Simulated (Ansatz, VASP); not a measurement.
Given: the input of a run of Ansatz 0.2.0 on HgTe.

File input.yaml:

```yaml
crystal:
  lattice:
    - [-2.9834303915, 2.9834303915, 1.5275763738]
    - [2.9834303915, -2.9834303915, 1.5275763738]
    - [2.9834303915, 2.9834303915, -1.5275763738]
  atoms:
    - { symbol: Hg, position: [0.75, 0.25, 0.5] }
    - { symbol: Te, position: [0.0, 0.0, 0.0] }
hamiltonian:
  xc: lda
  pseudopotentials: { kind: paw }
kpoints:
  mp_grid: { grid: [10, 10, 10] }
scf:
  occupations: { method: fermi_dirac, width: 0.05 }
output:
  forces: true
  stress: true
  eigenvalues: true
```

Potentials or basis: Ansatz PAW.

Command:

```sh
$ ansatz run input.yaml --threads 2 --pin off --max-ram 5632MiB --backend cpu --events-out ev --progress --plain --runs-dir out
```

Problem. Translate it to VASP 6.6.1. Potentials there: VASP PAW LDA potentials, release 64 (Hg, Te).

Solution. As run (the cutoff follows the program's own potentials):

Contents of INCAR:

```
SYSTEM = HgTe
ALGO     = Normal         ! electronic algorithm
EDIFF    = 1E-7           ! SCF threshold, eV
ENCUT    = 520            ! plane-wave cutoff, eV
ISIF     = 2              ! what is computed and relaxed
ISMEAR   = -1             ! smearing method
LASPH    = .True.         ! aspherical terms in the spheres
LCHARG   = .False.        ! write CHGCAR
LREAL    = .False.        ! projectors in reciprocal space
LWAVE    = .False.        ! write WAVECAR
NBANDS   = 16             ! bands
NELM     = 100            ! most SCF steps
PREC     = Accurate       ! precision mode
SIGMA    = 0.05           ! smearing width, eV
```

File KPOINTS:

```
k-points
0
Gamma
  10 10 10
  0 0 0
```

The input POSCAR:

```
HgTe
1.0
   -2.9834303915      2.9834303915      1.5275763738
    2.9834303915     -2.9834303915      1.5275763738
    2.9834303915      2.9834303915     -1.5275763738
Hg Te
1 1
Direct
    0.7500000000      0.2500000000      0.5000000000
    0.0000000000      0.0000000000      0.0000000000
```

Potentials or basis: VASP PAW LDA potentials, release 64 (Hg, Te).

Command:

```console
$ cat potpaw_LDA.64/Hg/POTCAR potpaw_LDA.64/Te/POTCAR > POTCAR
$ mpirun -np 1 vasp_std > vasp.out
```

Both were run:

|  | VASP | Ansatz | Ansatz less VASP |
| --- | --- | --- | --- |
| gap on the k mesh at the Fermi level (eV) | none | none | - |
| pressure (GPa) | -2.2 | -2.4 | -0.27 |
| traceless stress, the component that is largest in VASP (GPa) | 3.49 | 3.44 | -0.049 |

LDA's correlation is that of Perdew and Zunger in VASP and of Perdew and Wang (1992) in Ansatz. A gap of «none» marks a metal or a gap that the smearing closes. VASP's potentials hold 18 valence electrons a cell and Ansatz's 36, so a difference there can come from the potentials and not from the codes.

Neither program's run includes spin-orbit coupling.
